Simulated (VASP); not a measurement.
# Zn (Im-3m) in VASP: notebook

Runs on Zn. Level: PBE. Tasks: single point, relaxation of cell and atoms.

All numbers are computed with VASP 6.6.1; they aren't measurements. Logs are shortened: lines on timing, memory, paths and dates and some standing lists are left out, and cuts for length are marked.

## (1) The cell of the first run

It takes space group Im-3m (No. 229, cubic). Conventional cell: a = 3.132 Å, b = 3.132 Å, c = 3.132 Å, α = 90.00°, β = 90.00°, γ = 90.00°. Zn (site symmetry m-3m) has 14 Zn at 2.71 to 3.13 Å within 3.6 Å.

## (2) Single point, PBE

INCAR

```
SYSTEM = Zn
PREC = Accurate ; ENCUT = 520
EDIFF = 1E-7 ; ISMEAR = -1
SIGMA = 0.05 ; LREAL = .FALSE.
LASPH = .TRUE. ; NELM = 100
ALGO = Normal ; ISIF = 2
LWAVE = .FALSE. ; LCHARG = .TRUE.
GGA = PE ; LELF = .TRUE.
LVHAR = .TRUE. ; NBANDS = 12
```

KPOINTS

```
Automatic mesh
0
G
  18 18 18
  0 0 0
```

POSCAR

```
Zn
1.0
   -1.5660468118      1.5660468118      1.5660468118
    1.5660468118     -1.5660468118      1.5660468118
    1.5660468118      1.5660468118     -1.5660468118
Zn
1
Direct
    0.0000000000      0.0000000000      0.0000000000
```

Potentials or basis: VASP PAW PBE potentials, release 64 (Zn).

Command:

```bash
> cat potpaw_PBE.64/Zn/POTCAR > POTCAR
> mpirun -np 1 vasp_std > vasp.out
```

OUTCAR:

```text
SYSTEM = Zn
   PREC = Accurate
   ENCUT = 520
   EDIFF = 1E-7
   ISMEAR = -1
   LREAL = .FALSE.
   LASPH = .TRUE.
   NELM = 100
   ISIF = 2
   GGA = PE

 ion  position               nearest neighbor table
   1  0.000  0.000  0.000-

  LATTYP: Found a body centered cubic cell.
 ALAT       =     3.1320936236

  Lattice vectors:

 A1 = (  -1.5660468118,   1.5660468118,   1.5660468118)
 A2 = (   1.5660468118,  -1.5660468118,   1.5660468118)
 A3 = (   1.5660468118,   1.5660468118,  -1.5660468118)

Analysis of symmetry for initial positions (statically):
=====================================================================
 Subroutine PRICEL returns:
 Original cell was already a primitive cell.

 Routine SETGRP: Setting up the symmetry group for a
 body centered cubic supercell.

 Subroutine GETGRP returns: Found 48 space group operations
 (whereof 48 operations were pure point group operations)
 out of a pool of 48 trial point group operations.

The static configuration has the point symmetry O_h .

Analysis of symmetry for dynamics (positions and initial velocities):
=====================================================================
 Subroutine PRICEL returns:
 Original cell was already a primitive cell.

 Routine SETGRP: Setting up the symmetry group for a
 body centered cubic supercell.

 Subroutine GETGRP returns: Found 48 space group operations
 (whereof 48 operations were pure point group operations)
 out of a pool of 48 trial point group operations.

The dynamic configuration has the point symmetry O_h .

 Subroutine INISYM returns: Found 48 space group operations
 (whereof 48 operations are pure point group operations),
 and found     1 'primitive' translations

----------------------------------------------------------------------------------------

                                     Primitive cell

  volume of cell :      15.3629

  direct lattice vectors                    reciprocal lattice vectors
    -1.566046812  1.566046812  1.566046812     0.000000000  0.319275258  0.319275258
     1.566046812 -1.566046812  1.566046812     0.319275258  0.000000000  0.319275258
     1.566046812  1.566046812 -1.566046812     0.319275258  0.319275258  0.000000000

  length of vectors
     2.712472645  2.712472645  2.712472645     0.451523400  0.451523400  0.451523400

  position of ions in fractional coordinates (direct lattice)
     0.000000000  0.000000000  0.000000000

  ion indices of the primitive-cell ions
   primitive index   ion index
                 1           1

----------------------------------------------------------------------------------------

 KPOINTS: Automatic mesh

Automatic generation of k-mesh.
 Grid dimensions read from file:
 generate k-points for:   18   18   18

 Generating k-lattice:

  Cartesian coordinates                     Fractional coordinates (reciprocal lattice)
     0.000000000  0.017737514  0.017737514     0.055555556  0.000000000  0.000000000
     0.017737514  0.000000000  0.017737514     0.000000000  0.055555556  0.000000000
     0.017737514  0.017737514  0.000000000     0.000000000  0.000000000  0.055555556

  Length of vectors
     0.025084633  0.025084633  0.025084633

  Shift w.r.t. Gamma in fractional coordinates (k-lattice)
     0.000000000  0.000000000  0.000000000

 Subroutine IBZKPT returns following result:
 ===========================================

 Found    195 irreducible k-points:

 Following reciprocal coordinates:
            Coordinates               Weight
  0.000000  0.000000  0.000000      1.000000
  0.055556  0.000000  0.000000     12.000000
  0.111111  0.000000  0.000000     12.000000
  0.166667  0.000000  0.000000     12.000000
  0.222222  0.000000  0.000000     12.000000
  0.277778  0.000000  0.000000     12.000000
[... 16 lines left out ...]
  0.333333  0.111111  0.000000     48.000000
  0.388889  0.111111 -0.000000     48.000000
 [... further k-points ...]
   k-points           NKPTS =    195   k-points in BZ     NKDIM =    195   number of bands    NBANDS=     12
   number of dos      NEDOS =    301   number of ions     NIONS =      1
   total plane-waves  NPLWV =   8000
   dimension x,y,z NGX =    20 NGY =   20 NGZ =   20
   dimension x,y,z NGXF=    40 NGYF=   40 NGZF=   40
   ions per type =               1
   NGX,Y,Z   is equivalent  to a cutoff of  12.26, 12.26, 12.26 a.u.
   NGXF,Y,Z  is equivalent  to a cutoff of  24.52, 24.52, 24.52 a.u.
 SYSTEM =  Zn
   PREC   = accura    normal or accurate (medium, high low for compatibility)
   ISTART =      0    job   : 0-new  1-cont  2-samecut
   ICHARG =      2    charge: 1-file 2-atom 10-const
   ISPIN  =      1    spin polarized calculation?
   LNONCOLLINEAR =      F non collinear calculations
   LSORBIT =      F    spin-orbit coupling
   LASPH  =      T    aspherical Exc in radial PAW
   ENCUT  =  520.0 eV  38.22 Ry    6.18 a.u.   5.04  5.04  5.04*2*pi/ulx,y,z
   NELM   =    100;   NELMIN=  2; NELMDL= -5     # of ELM steps
   EDIFF  = 0.1E-06   stopping-criterion for ELM
   LREAL  =      F    real-space projection
   EDIFFG = 0.1E-05   stopping-criterion for IOM
   NSW    =      0    number of steps for IOM
   IBRION =     -1    ionic relax: 0-MD 1-quasi-New 2-CG
   NFREE  =      0    steps in history (QN), initial steepest desc. (CG)
   ISIF   =      2    stress and relaxation
   ISYM   =      2    0-nonsym 1-usesym 2-fastsym
   POTIM  = 0.5000    time-step for ionic-motion
   TEBEG  =    0.0;   TEEND  =   0.0 temperature during run
   PSTRESS=    0.0 pullay stress
   NELECT =      12.0000    total number of electrons
   NUPDOWN=      -1.0000    fix difference up-down
   EMIN   =  10.00;   EMAX   =-10.00  energy-range for DOS
   EFERMI =   0.00;   METHOD = LEGACY
   ISMEAR =    -1;   SIGMA  =   0.05  broadening in eV -4-tet -1-fermi 0-gaus
   EFERMI_NEDOS =   21; number of points for ismear=-14 and -15
   IALGO  =     38    algorithm
   IMIX   =      4    mixing-type and parameters
     AMIX     =   0.40;   BMIX     =  1.00
     AMIX_MAG =   1.60;   BMIX_MAG =  1.00
  volume/ion in A,a.u.               =      15.36       103.67
  Fermi-wavevector in a.u.,A,eV,Ry     =   1.507685  2.849111 30.927579  2.273113
  Thomas-Fermi vector in A             =   2.618238
   LORBIT       =      0    0 simple, 1 ext, 2 COOP (PROOUT), +10 PAW based schemes
[... 43 lines left out ...]

 k-point     2 :       0.0556    0.0000    0.0000
  band No.  band energies     occupation
      1      -7.1560      2.00000
      2      -4.6514      2.00000
      3      -4.6400      2.00000
      4      -4.6191      2.00000
      5      -4.1496      2.00000
      6      -4.1402      2.00000
      7      20.7463      0.00000
      8      21.4252      0.00000
      9      21.7446      0.00000
     10      22.9245      0.00000
     11      23.1084      0.00000
     12      23.6518      0.00000

 k-point     3 :       0.1111    0.0000    0.0000
  band No.  band energies     occupation
      1      -6.8667      2.00000
      2      -4.6779      2.00000
      3      -4.6325      2.00000
      4      -4.5521      2.00000
      5      -4.1717      2.00000
      6      -4.1384      2.00000
      7      17.9953      0.00000
      8      20.0759      0.00000
      9      20.6660      0.00000
     10      22.0181      0.00000
     11      22.2359      0.00000
     12      23.7758      0.00000

 k-point     4 :       0.1667    0.0000    0.0000
  band No.  band energies     occupation
      1      -6.4050      2.00000
      2      -4.7184      2.00000
      3      -4.6085      2.00000
      4      -4.4474      2.00000
      5      -4.1956      2.00000
      6      -4.1354      2.00000
      7      15.1900      0.00000
      8      18.7264      0.00000
      9      19.4889      0.00000
     10      21.0476      0.00000
     11      21.6127      0.00000
     12      24.2656      0.00000

 k-point     5 :       0.2222    0.0000    0.0000
  band No.  band energies     occupation
      1      -5.8412      2.00000
      2      -4.7678      2.00000
      3      -4.5054      2.00000
      4      -4.3155      2.00000
      5      -4.2091      2.00000
      6      -4.1309      2.00000
      7      12.4925      0.00000
      8      17.5022      0.00000
      9      18.4164      0.00000
     10      20.2329      0.00000
     11      21.0696      0.00000
     12      25.0067      0.00000

 k-point     6 :       0.2778    0.0000    0.0000
  band No.  band energies     occupation
      1      -5.4057      2.00000
      2      -4.8203      2.00000
      3      -4.2122      2.00000
      4      -4.1708      2.00000
      5      -4.1254      2.00000
      6      -4.0885      2.00000
      7       9.9402      0.00000
      8      16.4488      0.00000
      9      17.5056      0.00000
     10      19.5758      0.00000
     11      20.6289      0.00000
     12      25.9637      0.00000

 k-point     7 :       0.3333    0.0000    0.0000
  band No.  band energies     occupation
      1      -5.2686      2.00000
      2      -4.8694      2.00000
      3      -4.1981      2.00000
      4      -4.1193      2.00000
      5      -4.0303      2.00000
      6      -3.1923      2.00000
      7       7.5517      0.00000
      8      15.5953      0.00000
      9      16.7802      0.00000
     10      19.0721      0.00000
     11      20.2954      0.00000
     12      27.1159      0.00000

 k-point     8 :       0.3889    0.0000    0.0000
  band No.  band energies     occupation
      1      -5.2622      2.00000
      2      -4.9093      2.00000
      3      -4.1831      2.00000
      4      -4.1138      2.00000
      5      -3.9123      2.00000
      6      -1.9740      2.00000
      7       5.3455      0.00000
      8      14.9654      0.00000
      9      16.2536      0.00000
     10      18.7168      0.00000
     11      20.0648      0.00000
     12      28.4384      0.00000
[... 166 lines left out ...]
 k-point    20 :       0.1667    0.1111    0.0000
  band No.  band energies     occupation
      1      -5.6115      2.00000
      2      -4.7421      2.00000
      3      -4.6506      2.00000
      4      -4.2333      2.00000
      5      -4.1690      2.00000
      6      -4.0464      2.00000
      7      12.7297      0.00000
      8      14.3734      0.00000
      9      17.3865      0.00000
     10      21.6740      0.00000
     11      22.9804      0.00000
     12      24.7891      0.00000

 k-point    21 :       0.2222    0.1111    0.0000
  band No.  band energies     occupation
      1      -5.2392      2.00000
      2      -4.7952      2.00000
      3      -4.4901      2.00000
      4      -4.2326      2.00000
      5      -4.1150      2.00000
      6      -3.6347      2.00000
      7      10.1956      0.00000
      8      13.4726      0.00000
      9      16.5099      0.00000
     10      21.0793      0.00000
     11      23.3641      0.00000
     12      24.7894      0.00000

 k-point    22 :       0.2778    0.1111    0.0000
  band No.  band energies     occupation
      1      -5.1510      2.00000
      2      -4.8449      2.00000
      3      -4.2917      2.00000
      4      -4.2117      2.00000
      5      -4.0805      2.00000
      6      -2.7830      2.00000
      7       7.8160      0.00000
      8      12.7549      0.00000
      9      15.8046      0.00000
     10      20.6025      0.00000
     11      23.3271      0.00000
     12      25.4022      0.00000

 k-point    23 :       0.3333    0.1111    0.0000
  band No.  band energies     occupation
      1      -5.1646      2.00000
      2      -4.8836      2.00000
      3      -4.2189      2.00000
      4      -4.1731      2.00000
      5      -4.0070      2.00000
      6      -1.5905      2.00000
      7       5.6124      0.00000
      8      12.2298      0.00000
      9      15.2888      0.00000
     10      20.2607      0.00000
     11      23.1263      0.00000
     12      26.4426      0.00000

 k-point    24 :       0.3889    0.1111   -0.0000
  band No.  band energies     occupation
      1      -5.1901      2.00000
      2      -4.9080      2.00000
      3      -4.1914      2.00000
      4      -4.1634      2.00000
      5      -3.9321      2.00000
      6      -0.1904      2.00000
      7       3.6257      0.00009
      8      11.9087      0.00000
      9      14.9748      0.00000
     10      20.0562      0.00000
     11      22.9740      0.00000
     12      27.6900      0.00000

 [... further k-points ...]
[... 5 lines left out ...]
  --------------------------------------------------------------------------------------
  -------------------------------------------------------------------------------------
  Total        0.0277813      0.0277813      0.0277813      0.0000000      0.0000000     -0.0000000
  in kB        2.8972734      2.8972734      2.8972734      0.0000000      0.0000000     -0.0000000
  external PRESSURE =       2.8972734 kB  Pullay stress =       0.0000000 kB

 VOLUME and BASIS-vectors are now :
 -----------------------------------------------------------------------------
  energy-cutoff  :      520.00
  volume of cell :       15.36
      direct lattice vectors                 reciprocal lattice vectors
    -1.566046812  1.566046812  1.566046812     0.000000000  0.319275258  0.319275258
     1.566046812 -1.566046812  1.566046812     0.319275258  0.000000000  0.319275258
     1.566046812  1.566046812 -1.566046812     0.319275258  0.319275258  0.000000000

 POSITION                                       TOTAL-FORCE (eV/Angst)
 -----------------------------------------------------------------------------------
      0.00000      0.00000      0.00000         0.000000     -0.000000      0.000000
 -----------------------------------------------------------------------------------
    total drift:                                0.000000     -0.000000      0.000000

  FREE ENERGIE OF THE ION-ELECTRON SYSTEM (eV)
  ---------------------------------------------------
  free  energy   TOTEN  =        -1.0237814265 eV

  energy  without entropy=       -1.0214940642  energy(sigma->0) =       -1.02263775
```

Run time: 11 s. Hardware: 1 thread of Intel Xeon 6975P-C (Granite Rapids), shared host; peak memory 0.14 GiB.

Results:

* Free energy: -1.0238 eV
* Pressure: 0.3 GPa
* Band gap on the k mesh: zero (band 6 reaches 7.32 eV, above the bottom of band 7 at 2.14 eV)

## (3) Single point, PBE

INCAR

```
PREC = Accurate
ENCUT = 520
EDIFF = 1E-7
ISMEAR = -1
SIGMA = 0.05
LREAL = False
LASPH = True
NELM = 60
ALGO = Normal
ISIF = 2
LWAVE = False
LCHARG = False
GGA = PE
NBANDS = 12
```

KPOINTS

```
regular mesh
0
Gamma
  18 18 18
```

POSCAR is that of step 2.

Potentials or basis: VASP PAW PBE potentials, release 64 (Zn).

Command:

```bash
> cat potpaw_PBE.64/Zn/POTCAR > POTCAR
> mpirun -np 1 vasp_std > vasp.out
```

Wall time 10 s (1 thread of Intel Xeon 6975P-C (Granite Rapids), shared host); peak memory 0.14 GiB.

It converged, with:

| Quantity | Value |
| --- | --- |
| Free energy | -1.0238 eV |
| Pressure | 0.3 GPa |
| Band gap on the k mesh | zero (band 6 reaches 7.32 eV, above the bottom of band 7 at 2.14 eV) |

Levels at points of the mesh, in eV from the Fermi level:
```
           k point  band 4  band 5  band 6  band 7  band 8  band 9
(0.00, 0.00, 0.00)   -7.76   -7.26   -7.26   19.06   19.06   19.06
(0.50, 0.00, 0.00)   -7.23   -6.93   -2.66   -0.98   11.33   12.70
(0.50, 0.50, 0.50)   -7.01   -7.01    4.20    4.20    4.20    7.52
```

## (4) Relaxation of cell and atoms, PBE

This run uses another cell than the first one, of 15.15 Å³/atom, 0.986 times its volume.

INCAR

```
PREC     = Accurate       # precision mode
ENCUT    = 600            # plane-wave cutoff, eV
EDIFF    = 1E-6           # SCF threshold, eV
ISMEAR   = -1             # smearing method
SIGMA    = 0.05           # smearing width, eV
LREAL    = False          # projectors in reciprocal space
LASPH    = True           # aspherical terms in the spheres
NELM     = 100            # most SCF steps
ALGO     = Normal         # electronic algorithm
ISIF     = 3              # what is computed and relaxed
LWAVE    = False          # write WAVECAR
LCHARG   = False          # write CHGCAR
GGA      = PE             # functional
IBRION   = 2              # ionic algorithm
NSW      = 60             # ionic steps
EDIFFG   = -0.005         # ionic threshold
```

KPOINTS is that of step 3.

POSCAR

```
Zn
1.0
   -1.5589149808      1.5589149808      1.5589149808
    1.5589149808     -1.5589149808      1.5589149808
    1.5589149808      1.5589149808     -1.5589149808
Zn
1
Direct
    0.0000000000      0.0000000000      0.0000000000
```

Command:

```bash
> cat potpaw_PBE.64/Zn/POTCAR > POTCAR
> mpirun -np 1 vasp_std > vasp.out
```

It took 29 s on 1 thread of Intel Xeon 6975P-C (Granite Rapids), shared host; peak memory 0.17 GiB.

The run converged. Its results:

- Free energy: -1.0235 eV
- Relaxed volume: 15.43 Å³/atom
- Relaxed cell: a = 2.716 Å, b = 2.716 Å, c = 2.716 Å, α = 109.47°, β = 109.47°, γ = 109.47°
- Space group after relaxing (to 0.05 Å): Im-3m (No. 229)
- Energy gained by relaxing: 0.9 meV/atom
- Ionic steps: 3
- Pressure after relaxing: 0.0 GPa
- Band gap on the k mesh: zero (band 6 reaches 7.28 eV, above the bottom of band 7 at 2.10 eV)

The path:
```
step  energy change (eV)  largest force (eV/Å)  pressure (GPa)  volume (Å³)
   1              0.0000                0.0000            1.23        15.15
   2             -0.0009                0.0000            0.05        15.41
   3             -0.0009                0.0000           -0.05        15.43
```

Final structure:
```yaml
crystal:
  lattice:
    - [-1.56829, 1.56829, 1.56829]
    - [1.56829, -1.56829, 1.56829]
    - [1.56829, 1.56829, -1.56829]
  atoms:
    - { symbol: Zn, position: [0.00000, 0.00000, 0.00000] }
```

Levels at points of the mesh, in eV from the Fermi level:
| k point | band 3 | band 4 | band 5 | band 6 | band 7 | band 8 | band 9 | band 10 |
| --- | --- | --- | --- | --- | --- | --- | --- | --- |
| (0.00, 0.00, 0.00) | -7.75 | -7.75 | -7.25 | -7.25 | 19.00 | 19.00 | 19.00 | 20.73 |
| (0.50, 0.00, 0.00) | -7.28 | -7.22 | -6.92 | -2.64 | -0.99 | 11.29 | 12.68 | 15.28 |
| (0.50, 0.50, 0.50) | -7.00 | -7.00 | -7.00 | 4.19 | 4.19 | 4.19 | 7.47 | 8.55 |

## (5) Relaxation of cell and atoms, PBE

INCAR

```
PREC     = Accurate       # precision mode
ENCUT    = 600            # plane-wave cutoff, eV
EDIFF    = 1E-6           # SCF threshold, eV
ISMEAR   = -1             # smearing method
SIGMA    = 0.05           # smearing width, eV
LREAL    = F              # projectors in reciprocal space
LASPH    = T              # aspherical terms in the spheres
NELM     = 100            # most SCF steps
ALGO     = Normal         # electronic algorithm
ISIF     = 3              # what is computed and relaxed
LWAVE    = F              # write WAVECAR
LCHARG   = F              # write CHGCAR
GGA      = PE             # functional
IBRION   = 2              # ionic algorithm
NSW      = 45             # ionic steps
EDIFFG   = -0.005         # ionic threshold
```

KPOINTS is that of step 4.

POSCAR

```
Zn
1.0
   -1.5660468118      1.5660468118      1.5660468118
    1.5660468118     -1.5660468118      1.5660468118
    1.5660468118      1.5660468118     -1.5660468118
Zn
1
Direct
    0.0000000000      0.0000000000      0.0000000000
```

Command:

```bash
> cat potpaw_PBE.64/Zn/POTCAR > POTCAR
> mpirun -np 1 vasp_std > vasp.out
```

It took 16 s on 1 thread of Intel Xeon 6975P-C (Granite Rapids), shared host; peak memory 0.17 GiB.

Results (log left out):

```yaml
Free_energy: -1.0235 eV
Relaxed_volume: 15.42 Å³/atom
Relaxed_cell: a = 2.716 Å, b = 2.716 Å, c = 2.716 Å, α = 109.47°, β = 109.47°, γ = 109.47°
Space_group_after_relaxing_to_0.05_Å: Im-3m (No. 229)
Energy_gained_by_relaxing: 0.0 meV/atom
Ionic_steps: 2
Pressure_after_relaxing: 0.0 GPa
Band_gap_on_the_k_mesh: zero (band 6 reaches 7.29 eV, above the bottom of band 7 at 2.11 eV)
```

Final structure:
```xyz
1
Lattice="-1.5681 1.5681 1.5681 1.5681 -1.5681 1.5681 1.5681 1.5681 -1.5681" Properties=species:S:1:pos:R:3 pbc="T T T"
Zn    0.0000    0.0000    0.0000
```

Levels at points of the mesh, in eV from the Fermi level:
```
           k point  band 2  band 3  band 4  band 5  band 6  band 7  band 8  band 9  band 10
(0.00, 0.00, 0.00)   -7.75   -7.75   -7.75   -7.25   -7.25   19.00   19.00   19.00    20.74
(0.50, 0.00, 0.00)   -8.05   -7.28   -7.22   -6.92   -2.64   -0.98   11.30   12.68    15.28
(0.50, 0.50, 0.50)   -8.30   -7.00   -7.00   -7.00    4.19    4.19    4.19    7.47     8.55
```

## (6) Overview

```tsv
task	cell	cutoff (eV)	gap on the mesh (eV)	pressure (GPa)	relaxed volume (Å³/atom)
single point	a = 2.712 Å, angles 109.5°, 1 atom	520	none	0.3	-
relaxation of cell and atoms	relaxed from a = 2.700 Å, angles 109.5°, 1 atom	600	none	0.0	15.43
relaxation of cell and atoms	relaxed from a = 2.712 Å, angles 109.5°, 1 atom	600	none	0.0	15.42
```

Alike in all rows: level PBE; potentials or basis VASP PAW PBE potentials, release 64 (Zn); no spin polarisation; k mesh 18 × 18 × 18; smearing fermi-dirac 0.05 eV.

Absolute energies hang on the potentials; compare differences alone.
